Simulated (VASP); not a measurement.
# LiF (P6_3mc) in VASP: further runs, part 2 of 2

VASP 6.6.1.

### 3 Single point, PBE (c/a of the conventional cell at fixed volume 1.6936)

Input file INCAR:

```
PREC     = Accurate       # precision mode
ENCUT    = 520            # plane-wave cutoff, eV
EDIFF    = 1E-6           # SCF threshold, eV
ISMEAR   = 0              # smearing method
SIGMA    = 0.05           # smearing width, eV
LREAL    = False          # projectors in reciprocal space
LASPH    = True           # aspherical terms in the spheres
NELM     = 100            # most SCF steps
ALGO     = Normal         # electronic algorithm
ISIF     = 2              # what is computed and relaxed
LWAVE    = False          # write WAVECAR
LCHARG   = False          # write CHGCAR
GGA      = PE             # functional
NBANDS   = 18             # bands
```

Input file KPOINTS:

```
regular mesh
0
Gamma
  9 9 6
```

Input file POSCAR:

```
LiF
1.0
    3.0467389106      0.0000000000      0.0000000000
   -1.5233694553      2.6385532953      0.0000000000
    0.0000000000      0.0000000000      5.1599570191
Li F
2 2
Direct
    0.3333333333      0.6666666667      0.4116718394
    0.6666666667      0.3333333333      0.9116718394
    0.3333333333      0.6666666667      0.9939266766
    0.6666666667      0.3333333333      0.4939266766
```

Potentials or basis: VASP PAW PBE potentials, release 64 (Li_sv, F).

Started as:

```
$ cat potpaw_PBE.64/Li_sv/POTCAR potpaw_PBE.64/F/POTCAR > POTCAR
$ mpirun -np 1 vasp_std > vasp.out
```

OUTCAR:

```text
PREC = Accurate
   ENCUT = 520
   EDIFF = 1E-6
   ISMEAR = 0
   LREAL = False
   LASPH = True
   NELM = 100
   ISIF = 2
   GGA = PE

 ion  position               nearest neighbor table
   1  0.333  0.667  0.412-   4 1.81   4 1.81   4 1.81   3 2.16
   2  0.667  0.333  0.912-   3 1.81   3 1.81   3 1.81   4 2.16
   3  0.333  0.667  0.994-   2 1.81   2 1.81   2 1.81   1 2.16
   4  0.667  0.333  0.494-   1 1.81   1 1.81   1 1.81   2 2.16

  LATTYP: Found a hexagonal cell.
 ALAT       =     3.0467389106
 C/A-ratio  =     1.6936000000

  Lattice vectors:

 A1 = (   3.0467389106,   0.0000000000,   0.0000000000)
 A2 = (  -1.5233694553,   2.6385532953,   0.0000000000)
 A3 = (   0.0000000000,   0.0000000000,   5.1599570191)

Analysis of symmetry for initial positions (statically):
=====================================================================
 Subroutine PRICEL returns:
 Original cell was already a primitive cell.

 Routine SETGRP: Setting up the symmetry group for a
 hexagonal supercell.

 Subroutine GETGRP returns: Found 12 space group operations
 (whereof  6 operations were pure point group operations)
 out of a pool of 24 trial point group operations.

The static configuration has the point symmetry C_3v.
 The point group associated with its full space group is C_6v.

Analysis of symmetry for dynamics (positions and initial velocities):
=====================================================================
 Subroutine PRICEL returns:
 Original cell was already a primitive cell.

 Routine SETGRP: Setting up the symmetry group for a
 hexagonal supercell.

 Subroutine GETGRP returns: Found 12 space group operations
 (whereof  6 operations were pure point group operations)
 out of a pool of 24 trial point group operations.

The dynamic configuration has the point symmetry C_3v.
 The point group associated with its full space group is C_6v.

 Subroutine INISYM returns: Found 12 space group operations
[... 122 lines left out ...]
  volume/ion in A,a.u.               =      10.37        69.98
  Fermi-wavevector in a.u.,A,eV,Ry     =   1.283716  2.425872 22.421420  1.647928
  Thomas-Fermi vector in A             =   2.415953
   LORBIT       =      0    0 simple, 1 ext, 2 COOP (PROOUT), +10 PAW based schemes
   GGA     = PE    functional components
   LHFCALC =     F    Hartree Fock is set to
   AEXX    =    0.0000 exact exchange contribution
   IVDW    =     0    specifies the selected vdW correction
   LEPSILON=     F    determine dielectric tensor
   LRPA    =     F    only Hartree local field effects (RPA)
 non-spin polarized calculation
 Gauss-broadening in eV      SIGMA  =   0.05
  energy-cutoff  :      520.00
  volume of cell :       41.48
 maximum number of plane-waves:      1131
 NGX is ok and might be reduce to    24
   NGX = 11   NGY = 11   NGZ = 19

 number of electron      19.9999974 magnetization

 Free energy of the ion-electron system (eV)
  ---------------------------------------------------
  ext. energy  EPLUGINS =         0.00000000
  ---------------------------------------------------
  free energy    TOTEN  =       -19.16839843 eV

  energy without entropy =      -19.16839843  energy(sigma->0) =      -19.16839843

 E-fermi :  -2.3856     XC(G=0):  -8.6221

 val. band max:       -2.6628368402   @ k =   0.0000   0.0000   0.0000
 cond. band min:       4.8538632086   @ k =   0.0000   0.0000   0.0000
 fundamental gap:      7.5167000488
 Fermi energy:        -2.3855513528

 k-point     1 :       0.0000    0.0000    0.0000
  band No.  band energies     occupation
      1     -43.1767      2.00000
      2     -43.1543      2.00000
      3     -22.0525      2.00000
      4     -21.8431      2.00000
      5      -4.7571      2.00000
      6      -3.0946      2.00000
[... 481 lines left out ...]
      5      -4.6351      2.00000
      6      -3.9933      2.00000
[... 10 lines left out ...]
     17      15.2245      0.00000
     18      18.3446      0.00000

 [... further k-points ...]

------------------------ aborting loop because EDIFF is reached ----------------------------------------

  FORCE on cell =-STRESS in cart. coord.  units (eV):
  Direction    XX          YY          ZZ          XY          YZ          ZX
  --------------------------------------------------------------------------------------
  -------------------------------------------------------------------------------------
  Total        1.2828278      1.2828278     -1.0023887      0.0000000      0.0000000      0.0000000
  in kB       49.5486405     49.5486405    -38.7168100      0.0000000      0.0000000      0.0000000
  external PRESSURE =      20.1268237 kB  Pullay stress =       0.0000000 kB

 VOLUME and BASIS-vectors are now :
 -----------------------------------------------------------------------------
  energy-cutoff  :      520.00
  volume of cell :       41.48
      direct lattice vectors                 reciprocal lattice vectors
     3.046738911  0.000000000  0.000000000     0.328219788  0.189497783  0.000000000
    -1.523369455  2.638553295  0.000000000     0.000000000  0.378995566  0.000000000
     0.000000000  0.000000000  5.159957019     0.000000000  0.000000000  0.193800064

 POSITION                                       TOTAL-FORCE (eV/Angst)
 -----------------------------------------------------------------------------------
     -0.00000      1.75904      2.12421         0.000000      0.000000     -0.344180
      1.52337      0.87952      4.70419        -0.000000      0.000000     -0.344180
     -0.00000      1.75904      5.12862         0.000000      0.000000      0.344180
      1.52337      0.87952      2.54864        -0.000000      0.000000      0.344180
 -----------------------------------------------------------------------------------
    total drift:                                0.000000      0.000001      0.000561

  FREE ENERGIE OF THE ION-ELECTRON SYSTEM (eV)
  ---------------------------------------------------
  free  energy   TOTEN  =       -19.1683984286 eV

  energy  without entropy=      -19.1683984286  energy(sigma->0) =      -19.16839843
```

OSZICAR:

```text
N       E                     dE             d eps       ncg     rms          rms(c)
DAV:   1     0.122713201439E+03    0.12271E+03   -0.10902E+04  1728   0.120E+03
DAV:   2    -0.983026816629E+01   -0.13254E+03   -0.12976E+03  1944   0.299E+02
DAV:   3    -0.205847873664E+02   -0.10755E+02   -0.10696E+02  3294   0.637E+01
DAV:   4    -0.206716040016E+02   -0.86817E-01   -0.86620E-01  2250   0.740E+00
DAV:   5    -0.206727180910E+02   -0.11141E-02   -0.11139E-02  2206   0.661E-01    0.752E+00
DAV:   6    -0.191027351403E+02    0.15700E+01   -0.45144E+00  1794   0.156E+01    0.233E+00
DAV:   7    -0.191293008366E+02   -0.26566E-01   -0.13770E-01  1922   0.254E+00    0.153E+00
DAV:   8    -0.191685249726E+02   -0.39224E-01   -0.68452E-02  1900   0.251E+00    0.397E-01
DAV:   9    -0.191671958290E+02    0.13291E-02   -0.80192E-03  2378   0.732E-01    0.103E-01
DAV:  10    -0.191683970730E+02   -0.12012E-02   -0.15396E-03  1826   0.268E-01    0.392E-02
DAV:  11    -0.191683945515E+02    0.25215E-05   -0.45026E-05  2370   0.625E-02    0.736E-03
DAV:  12    -0.191683982698E+02   -0.37182E-05   -0.73712E-06  1842   0.204E-02    0.183E-03
DAV:  13    -0.191683984286E+02   -0.15880E-06   -0.21565E-07  1910   0.394E-03
   1 F= -.19168398E+02 E0= -.19168398E+02  d E =-.289340E-17
```

Run time: 20 s. Hardware: 1 thread of AMD EPYC 9R45 (Zen 5), shared host; peak memory 0.14 GiB.

What came out:

```yaml
Free_energy: -19.1684 eV
Largest_force: 0.344 eV/Å
Band_gap_on_the_k_mesh: 7.52 eV, direct
```

Forces on the atoms (eV/Å):
```
Li   0.000  0.000 -0.344
Li   0.000  0.000 -0.344
F    0.000  0.000  0.344
F    0.000  0.000  0.344
```

Levels at points of the mesh, in eV from the valence-band top:
```csv
k point,band 8,band 9,band 10,band 11,band 12,band 13
"(0.00, 0.00, 0.00)",-0.23,-0.23,0.00,7.52,11.38,14.62
"(0.00, 0.00, 0.50)",-0.33,-0.33,-0.33,9.16,9.16,16.64
```

Caveat: the cutoff is under 1.25 times the usual one of these potentials, so pressure, stress and relaxed cells hold a basis-set (Pulay) error. A k mesh can miss the band edges.

### 4 Single point, PBE (c/a of the conventional cell at fixed volume 1.6434)

Input file INCAR:

```
SYSTEM = LiF
PREC = Accurate
ENCUT = 520
EDIFF = 1E-6
ISMEAR = 0
SIGMA = 0.05
LREAL = .False.
LASPH = .True.
NELM = 60
ALGO = Normal
ISIF = 2
LWAVE = .False.
LCHARG = .False.
GGA = PE
NBANDS = 18
```

Input file KPOINTS:

```
Automatic mesh
0
Gamma
  9 9 6
  0 0 0
```

Input file POSCAR:

```
LiF
1.0
    3.0774506209      0.0000000000      0.0000000000
   -1.5387253104      2.6651504166      0.0000000000
    0.0000000000      0.0000000000      5.0574823504
Li F
2 2
Direct
    0.3333333333      0.6666666667      0.3708711514
    0.6666666667      0.3333333333      0.8708711514
    0.3333333333      0.6666666667      0.9939266766
    0.6666666667      0.3333333333      0.4939266766
```

Started as:

```
$ cat potpaw_PBE.64/Li_sv/POTCAR potpaw_PBE.64/F/POTCAR > POTCAR
$ mpirun -np 1 vasp_std > vasp.out
```

Wall time 19 s (1 thread of AMD EPYC 9R45 (Zen 5), shared host); peak memory 0.14 GiB.

The run converged. Its results:

* Free energy: -19.2918 eV
* Band gap on the k mesh: 7.67 eV, direct

Levels at points of the mesh, in eV from the valence-band top:
```tsv
k point	band 6	band 7	band 8	band 9	band 10	band 11	band 12	band 13	band 14	band 15
(0.00, 0.00, 0.00)	-0.25	-0.25	-0.01	0.00	0.00	7.67	11.65	14.68	18.74	18.74
(0.00, 0.00, 0.50)	-1.02	-0.12	-0.12	-0.12	-0.12	9.25	9.25	17.01	17.01	18.99
```

Caveat: the cutoff is under 1.25 times the usual one of these potentials, so pressure, stress and relaxed cells hold a basis-set (Pulay) error.

### 5 Single point, PBE (c/a of the conventional cell at fixed volume 1.6434)

Input file INCAR:

```
SYSTEM = LiF
  PREC = Accurate
  ENCUT = 520
  EDIFF = 1E-6
  ISMEAR = 0
  SIGMA = 0.05
  LREAL = .FALSE.
  LASPH = .TRUE.
  NELM = 60
  ALGO = Normal
  ISIF = 2
  LWAVE = .FALSE.
  LCHARG = .TRUE.
  GGA = PE
  LELF = .TRUE.
  LVHAR = .TRUE.
  NBANDS = 18
```

Input file KPOINTS:

```
Automatic mesh
0
G
  9 9 6
  0 0 0
```

Changes to POSCAR since step 4:

```diff
@@ -8,4 +8,4 @@
 Direct
-    0.3333333333      0.6666666667      0.3708711514
-    0.6666666667      0.3333333333      0.8708711514
+    0.3333333333      0.6666666667      0.3504708074
+    0.6666666667      0.3333333333      0.8504708074
     0.3333333333      0.6666666667      0.9939266766
```

Started as:

```
$ cat potpaw_PBE.64/Li_sv/POTCAR potpaw_PBE.64/F/POTCAR > POTCAR
$ mpirun -np 1 vasp_std > vasp.out
```

It took 20 s on 1 thread of AMD EPYC 9R45 (Zen 5), shared host; peak memory 0.14 GiB.

It converged, with:

```
Free energy            : -19.2544 eV
Largest force          : 0.401 eV/Å
Band gap on the k mesh : 7.60 eV, direct
```

Forces in eV/Å, atoms in the order of the input:
```
Li   0.000  0.000  0.401
Li   0.000  0.000  0.401
F    0.000  0.000 -0.401
F    0.000  0.000 -0.401
```

Levels at points of the mesh, in eV from the valence-band top:
| k point | band 6 | band 7 | band 8 | band 9 | band 10 | band 11 | band 12 | band 13 | band 14 | band 15 |
| --- | --- | --- | --- | --- | --- | --- | --- | --- | --- | --- |
| (0.00, 0.00, 0.00) | -0.26 | -0.26 | -0.19 | 0.00 | 0.00 | 7.60 | 11.60 | 14.49 | 18.72 | 18.72 |
| (0.00, 0.00, 0.50) | -1.10 | -0.13 | -0.13 | -0.13 | -0.13 | 9.13 | 9.13 | 17.07 | 17.07 | 18.98 |

Caveat: the cutoff is under 1.25 times the usual one of these potentials, so pressure, stress and relaxed cells hold a basis-set (Pulay) error.
